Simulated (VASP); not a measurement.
# ZnO (P6_3mc) in VASP: a series of runs

Runs on ZnO. Level: LDA. Tasks: relaxation of cell and atoms, single point.

All numbers are computed with VASP 6.6.1; they aren't measurements. Logs are shortened: lines on timing, memory, paths and dates and some standing lists are left out, and cuts for length are marked.

## (1) The cell of the first run

Symmetry: P6_3mc, No. 186, hexagonal system. The conventional cell has a = 3.237 Å, b = 3.237 Å, c = 5.222 Å, α = 90.00°, β = 90.00°, γ = 120.00°. Within 2.6 Å of Zn (site symmetry 3m) lie 4 O at 1.97 to 1.98 Å. O (site symmetry 3m) has 4 Zn at 1.97 to 1.98 Å within 2.6 Å.

## (2) Relaxation of cell and atoms, LDA

File INCAR:

```
SYSTEM = ZnO
PREC = Accurate
ENCUT = 600
EDIFF = 1E-7
ISMEAR = 0
SIGMA = 0.02
LREAL = .False.
LASPH = .True.
NELM = 80
ALGO = Normal
ISIF = 3
LWAVE = .False.
LCHARG = .False.
IBRION = 2
NSW = 100
EDIFFG = -0.005
```

File KPOINTS:

```
regular mesh
0
Gamma
  12 12 6
  0 0 0
```

File POSCAR:

```
ZnO
1.0
    3.2373510200      0.0000000000      0.0000000000
   -1.6186755100      2.8036282300      0.0000000000
    0.0000000000      0.0000000000      5.2220613000
Zn O
2 2
Direct
    0.6666666700      0.3333333300      0.5005917000
    0.3333333300      0.6666666700      0.0005917000
    0.6666666700      0.3333333300      0.8797183000
    0.3333333300      0.6666666700      0.3797183000
```

Potentials or basis: VASP PAW LDA potentials, release 64 (Zn, O).

Run with:

```
$ cat potpaw_LDA.64/Zn/POTCAR potpaw_LDA.64/O/POTCAR > POTCAR
$ mpirun -np 1 vasp_std > vasp.out
```

OUTCAR:

```text
SYSTEM = ZnO
   PREC = Accurate
   ENCUT = 600
   EDIFF = 1E-7
   ISMEAR = 0
   LREAL = .False.
   LASPH = .True.
   NELM = 80
   ISIF = 3
   IBRION = 2
   NSW = 100
   EDIFFG = -0.005

 ion  position               nearest neighbor table
   1  0.667  0.333  0.501-   4 1.97   4 1.97   4 1.97   3 1.98
   2  0.333  0.667  0.001-   3 1.97   3 1.97   3 1.97   4 1.98
   3  0.667  0.333  0.880-   2 1.97   2 1.97   2 1.97   1 1.98
   4  0.333  0.667  0.380-   1 1.97   1 1.97   1 1.97   2 1.98

  LATTYP: Found a hexagonal cell.
 ALAT       =     3.2373510200
 C/A-ratio  =     1.6130661358

  Lattice vectors:

 A1 = (   3.2373510200,   0.0000000000,   0.0000000000)
 A2 = (  -1.6186755100,   2.8036282300,   0.0000000000)
 A3 = (   0.0000000000,   0.0000000000,   5.2220613000)

Analysis of symmetry for initial positions (statically):
=====================================================================
 Subroutine PRICEL returns:
 Original cell was already a primitive cell.

 Routine SETGRP: Setting up the symmetry group for a
 hexagonal supercell.

 Subroutine GETGRP returns: Found 12 space group operations
 (whereof  6 operations were pure point group operations)
 out of a pool of 24 trial point group operations.

The static configuration has the point symmetry C_3v.
 The point group associated with its full space group is C_6v.

Analysis of symmetry for dynamics (positions and initial velocities):
=====================================================================
 Subroutine PRICEL returns:
 Original cell was already a primitive cell.

 Routine SETGRP: Setting up the symmetry group for a
 hexagonal supercell.

 Subroutine GETGRP returns: Found 12 space group operations
 (whereof  6 operations were pure point group operations)
 out of a pool of 24 trial point group operations.

The dynamic configuration has the point symmetry C_3v.
 The point group associated with its full space group is C_6v.

 Subroutine INISYM returns: Found 12 space group operations
 (whereof  6 operations are pure point group operations),
 and found     1 'primitive' translations

----------------------------------------------------------------------------------------

                                     Primitive cell

  volume of cell :      47.3971

  direct lattice vectors                    reciprocal lattice vectors
     3.237351020  0.000000000  0.000000000     0.308894523  0.178340336  0.000000000
    -1.618675510  2.803628230  0.000000000     0.000000000  0.356680672  0.000000000
     0.000000000  0.000000000  5.222061300     0.000000000  0.000000000  0.191495263

  length of vectors
     3.237351020  3.237351025  5.222061300     0.356680672  0.356680672  0.191495263

  position of ions in fractional coordinates (direct lattice)
     0.666666670  0.333333330  0.500591700
     0.333333330  0.666666670  0.000591700
     0.666666670  0.333333330  0.879718300
     0.333333330  0.666666670  0.379718300

  ion indices of the primitive-cell ions
   primitive index   ion index
                 1           1
                 2           2
                 3           3
                 4           4

----------------------------------------------------------------------------------------

 KPOINTS: regular mesh

Automatic generation of k-mesh.
 Grid dimensions read from file:
 generate k-points for:   12   12    6

 Generating k-lattice:

  Cartesian coordinates                     Fractional coordinates (reciprocal lattice)
     0.025741210  0.014861695  0.000000000     0.083333333 -0.000000000  0.000000000
     0.000000000  0.029723389  0.000000000     0.000000000  0.083333333  0.000000000
     0.000000000  0.000000000  0.031915877     0.000000000  0.000000000  0.166666667

  Length of vectors
     0.029723389  0.029723389  0.031915877

  Shift w.r.t. Gamma in fractional coordinates (k-lattice)
     0.000000000  0.000000000  0.000000000

 Subroutine IBZKPT returns following result:
 ===========================================

 Found     76 irreducible k-points:

 Following reciprocal coordinates:
            Coordinates               Weight
  0.000000  0.000000  0.000000      1.000000
  0.083333 -0.000000  0.000000      6.000000
  0.166667  0.000000  0.000000      6.000000
  0.250000  0.000000  0.000000      6.000000
  0.333333  0.000000  0.000000      6.000000
  0.416667  0.000000  0.000000      6.000000
[... 16 lines left out ...]
  0.250000  0.000000  0.166667     12.000000
  0.333333  0.000000  0.166667     12.000000
 [... further k-points ...]
   k-points           NKPTS =     76   k-points in BZ     NKDIM =     76   number of bands    NBANDS=     22
   number of dos      NEDOS =    301   number of ions     NIONS =      4
   total plane-waves  NPLWV =  32928
   dimension x,y,z NGX =    28 NGY =   28 NGZ =   42
   dimension x,y,z NGXF=    56 NGYF=   56 NGZF=   84
   ions per type =               2   2
   NGX,Y,Z   is equivalent  to a cutoff of  14.38, 14.38, 13.37 a.u.
   NGXF,Y,Z  is equivalent  to a cutoff of  28.76, 28.76, 26.74 a.u.
 SYSTEM =  ZnO
   PREC   = accura    normal or accurate (medium, high low for compatibility)
   ISTART =      0    job   : 0-new  1-cont  2-samecut
   ICHARG =      2    charge: 1-file 2-atom 10-const
   ISPIN  =      1    spin polarized calculation?
   LNONCOLLINEAR =      F non collinear calculations
   LSORBIT =      F    spin-orbit coupling
   LASPH  =      T    aspherical Exc in radial PAW
   ENCUT  =  600.0 eV  44.10 Ry    6.64 a.u.   6.47  6.47 10.43*2*pi/ulx,y,z
   NELM   =     80;   NELMIN=  2; NELMDL= -5     # of ELM steps
   EDIFF  = 0.1E-06   stopping-criterion for ELM
   LREAL  =      F    real-space projection
   EDIFFG = -.5E-02   stopping-criterion for IOM
   NSW    =    100    number of steps for IOM
   IBRION =      2    ionic relax: 0-MD 1-quasi-New 2-CG
   NFREE  =      1    steps in history (QN), initial steepest desc. (CG)
   ISIF   =      3    stress and relaxation
   ISYM   =      2    0-nonsym 1-usesym 2-fastsym
   POTIM  = 0.5000    time-step for ionic-motion
   TEBEG  =    0.0;   TEEND  =   0.0 temperature during run
   PSTRESS=    0.0 pullay stress
   NELECT =      36.0000    total number of electrons
   NUPDOWN=      -1.0000    fix difference up-down
   EMIN   =  10.00;   EMAX   =-10.00  energy-range for DOS
   EFERMI =   0.00;   METHOD = LEGACY
   ISMEAR =     0;   SIGMA  =   0.02  broadening in eV -4-tet -1-fermi 0-gaus
   EFERMI_NEDOS =   21; number of points for ismear=-14 and -15
   IALGO  =     38    algorithm
   IMIX   =      4    mixing-type and parameters
     AMIX     =   0.40;   BMIX     =  1.00
     AMIX_MAG =   1.60;   BMIX_MAG =  1.00
  volume/ion in A,a.u.               =      11.85        79.96
  Fermi-wavevector in a.u.,A,eV,Ry     =   1.493682  2.822650 30.355784  2.231087
  Thomas-Fermi vector in A             =   2.606052
   LORBIT       =      0    0 simple, 1 ext, 2 COOP (PROOUT), +10 PAW based schemes
   GGA     = CA    functional components
   LHFCALC =     F    Hartree Fock is set to
   AEXX    =    0.0000 exact exchange contribution
   IVDW    =     0    specifies the selected vdW correction
   LEPSILON=     F    determine dielectric tensor
   LRPA    =     F    only Hartree local field effects (RPA)
 conjugate gradient relaxation of ions
 non-spin polarized calculation
 Gauss-broadening in eV      SIGMA  =   0.02
  energy-cutoff  :      600.00
  volume of cell :       47.40
 maximum number of plane-waves:      1605
 NGX is ok and might be reduce to    28
   NGX = 13   NGY = 13   NGZ = 21

--------------------------------------- Ionic step        1  -------------------------------------------

 number of electron      36.0000008 magnetization

 Free energy of the ion-electron system (eV)
  ---------------------------------------------------
  ext. energy  EPLUGINS =         0.00000000
  ---------------------------------------------------
  free energy    TOTEN  =       -21.13475867 eV

  energy without entropy =      -21.13475867  energy(sigma->0) =      -21.13475867

------------------------ aborting loop because EDIFF is reached ----------------------------------------

  FORCE on cell =-STRESS in cart. coord.  units (eV):
  Direction    XX          YY          ZZ          XY          YZ          ZX
  --------------------------------------------------------------------------------------
  -------------------------------------------------------------------------------------
  Total       -1.7071478     -1.7071478     -1.6405139      0.0000000      0.0000000      0.0000000
  in kB      -57.7071359    -57.7071361    -55.4546929      0.0000000      0.0000000      0.0000000
  external PRESSURE =     -56.9563216 kB  Pullay stress =       0.0000000 kB
[... 251 lines left out ...]
  energy  without entropy=      -21.1674094226  energy(sigma->0) =      -21.16740942

--------------------------------------- Ionic step        8  -------------------------------------------

 number of electron      35.9999996 magnetization

 Free energy of the ion-electron system (eV)
  ---------------------------------------------------
  ext. energy  EPLUGINS =         0.00000000
  ---------------------------------------------------
  free energy    TOTEN  =       -21.16742448 eV

  energy without entropy =      -21.16742448  energy(sigma->0) =      -21.16742448

 E-fermi :   1.4162     XC(G=0): -11.6901

 val. band max:        1.2839519829   @ k =   0.0000   0.0000   0.0000
 cond. band min:       2.0857362189   @ k =   0.0000   0.0000   0.0000
 fundamental gap:      0.8017842360
 Fermi energy:         1.4162019708

 k-point     1 :       0.0000    0.0000    0.0000
  band No.  band energies     occupation
      1     -16.8818      2.00000
      2     -16.0484      2.00000
      3      -4.7795      2.00000
      4      -4.7125      2.00000
      5      -4.7125      2.00000
      6      -4.6686      2.00000
[... 574 lines left out ...]
      6      -4.3223      2.00000
[... 14 lines left out ...]
     21       9.5990      0.00000
     22      10.1809      0.00000

 [... further k-points ...]

------------------------ aborting loop because EDIFF is reached ----------------------------------------

  FORCE on cell =-STRESS in cart. coord.  units (eV):
  Direction    XX          YY          ZZ          XY          YZ          ZX
  --------------------------------------------------------------------------------------
  -------------------------------------------------------------------------------------
  Total       -0.0152476     -0.0152476      0.0072237      0.0000000      0.0000000      0.0000000
  in kB       -0.5354805     -0.5354805      0.2536881      0.0000000      0.0000000      0.0000000
  external PRESSURE =      -0.2724243 kB  Pullay stress =       0.0000000 kB
[... 19 lines left out ...]
  FREE ENERGIE OF THE ION-ELECTRON SYSTEM (eV)
  ---------------------------------------------------
  free  energy   TOTEN  =       -21.1674244785 eV

  energy  without entropy=      -21.1674244785  energy(sigma->0) =      -21.16742448

 reached required accuracy - stopping structural energy minimisation
```

Wall time 3 min (1 thread of Intel Xeon 6975P-C (Granite Rapids), shared host); peak memory 0.22 GiB.

What came out:

```
Free energy                           : -21.1674 eV
Relaxed volume                        : 11.41 Å³/atom
Relaxed cell                          : a = 3.195 Å, b = 3.195 Å, c = 5.160 Å, α = 90.00°, β = 90.00°, γ = 120.00°
Space group after relaxing (to 0.1 Å) : P6_3mc (No. 186)
Energy gained by relaxing             : 8.2 meV/atom
Ionic steps                           : 8
Pressure after relaxing               : 0.0 GPa
Largest force after relaxing          : 0.005 eV/Å
Band gap on the k mesh                : 0.80 eV
```

Forces in eV/Å, atoms in the order of the input:
```
Zn   0.000  0.000  0.005
Zn   0.000  0.000  0.005
O    0.000  0.000 -0.005
O    0.000  0.000 -0.005
```

The path:
```csv
step,energy change (eV),largest force (eV/Å),pressure (GPa),volume (Å³)
1,0.0000,0.0028,-5.70,47.40
2,-0.0199,0.0136,3.95,44.57
3,-0.0326,0.0086,-0.05,45.62
4,-0.0326,0.0087,0.11,45.59
5,-0.0327,0.0057,-0.07,45.64
6,-0.0327,0.0060,-0.07,45.63
7,-0.0327,0.0063,-0.04,45.63
8,-0.0327,0.0046,-0.03,45.62
```

Final structure:
```yaml
crystal:
  lattice:
    - [3.19523, 0.00000, 0.00000]
    - [-1.59762, 2.76715, 0.00000]
    - [0.00000, 0.00000, 5.15980]
  atoms:
    - { symbol: Zn, position: [0.66667, 0.33333, 0.50074] }
    - { symbol: Zn, position: [0.33333, 0.66667, 0.00074] }
    - { symbol: O, position: [0.66667, 0.33333, 0.87957] }
    - { symbol: O, position: [0.33333, 0.66667, 0.37957] }
```

## (3) Single point, LDA

This run uses another cell than the first one, of 11.33 Å³/atom.

File INCAR:

```
SYSTEM = ZnO
PREC = Accurate
ENCUT = 910
EDIFF = 1E-6
ISMEAR = 0
SIGMA = 0.02
LREAL = .FALSE.
LASPH = .TRUE.
NELM = 120
ALGO = Normal
ISIF = 2
LWAVE = .FALSE.
LCHARG = .TRUE.
LELF = .TRUE.
LVHAR = .TRUE.
NBANDS = 26
GGA_COMPAT = .FALSE.
```

File KPOINTS:

```
Automatic mesh
0
G
  12 12 6
  0 0 0
```

File POSCAR:

```
ZnO
1.0
    3.1871440039      0.0000000000      0.0000000000
   -1.5935720020      2.7601476729      0.0000000000
    0.0000000000      0.0000000000      5.1522601561
Zn O
2 2
Direct
    0.6666666667      0.3333333333      0.5009539595
    0.3333333333      0.6666666667      0.0009539595
    0.6666666667      0.3333333333      0.8793560405
    0.3333333333      0.6666666667      0.3793560405
```

Potentials or basis: VASP PAW LDA potentials, release 64 (Zn, O_h).

Run with:

```
$ cat potpaw_LDA.64/Zn/POTCAR potpaw_LDA.64/O_h/POTCAR > POTCAR
$ mpirun -np 1 vasp_std > vasp.out
```

It took 2.9 min on 1 thread of AMD EPYC 7R43 (Zen 3), shared host; peak memory 0.27 GiB.

Results (log left out):

| Quantity | Value |
| --- | --- |
| Free energy | -21.1727 eV |
| Pressure | 1.0 GPa |
| Band gap on the k mesh | 0.81 eV |

Levels at points of the mesh, in eV from the valence-band top:
```tsv
k point	band 15	band 16	band 17	band 18	band 19	band 20	band 21	band 22
(0.00, 0.00, 0.00)	-0.86	-0.10	0.00	0.00	0.81	5.30	8.20	12.97
(0.50, 0.00, 0.00)	-3.03	-2.45	-1.41	-0.91	5.89	6.78	7.45	8.72
(0.00, 0.00, 0.50)	-0.43	-0.43	-0.43	-0.43	3.50	3.50	10.06	10.06
(0.50, 0.00, 0.50)	-1.63	-1.63	-1.50	-1.50	5.64	5.64	8.58	8.58
```

Caveat: the cutoff is under 1.25 times the usual one of these potentials, so pressure, stress and relaxed cells hold a basis-set (Pulay) error.
